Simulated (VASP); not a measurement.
Runs of VASP 6.6.1 on BP. The structure is that of space group Pm-3m (No. 221), or close to it. The cells are those of the table. 

```tsv
task	level	potentials or basis	cell	k mesh	cutoff (eV)	gap on the mesh (eV)	pressure (GPa)	relaxed volume (Å³/atom)
single point	PBE	VASP PAW PBE potentials, release 64 (B, P)	a = 2.733 Å, 2 atoms	6 × 6 × 6	520	none	-0.2	-
single point	PBE	VASP PAW PBE potentials, release 64 (B, P)	a = 2.716 Å, 2 atoms	20 × 20 × 20	520	none	-0.2	-
single point	PBE	VASP PAW PBE potentials, release 64 (B, P)	a = 2.954 Å, 2 atoms	6 × 6 × 6	520	none	-18.7	-
relaxation of cell and atoms	PBE	VASP PAW PBE potentials, release 64 (B, P)	relaxed from a = 2.954 Å, 2 atoms	6 × 6 × 6	600	-	0.1	(a)
relaxation of cell and atoms	PBE	VASP PAW PBE potentials, release 64 (B, P)	relaxed from a = 2.733 Å, 2 atoms	20 × 20 × 20	600	-	0.0	10.00
single point	LDA	VASP PAW LDA potentials, release 64 (B, P)	a = 2.716 Å, 2 atoms	20 × 20 × 20	500	none	-5.5	-
```

Alike in all rows: no spin polarisation; smearing gaussian 0.1 eV.

Task: Estimate the missing entries.

Result: (a) 10.19.

Caveats: some runs use coarse meshes; the bands computed are all filled at some k points, so no gap is given (some runs); the volume moved by over 15 % at a fixed basis, so the end points are rough (some runs).

A gap of «none» marks levels without a gap at the run's occupations.
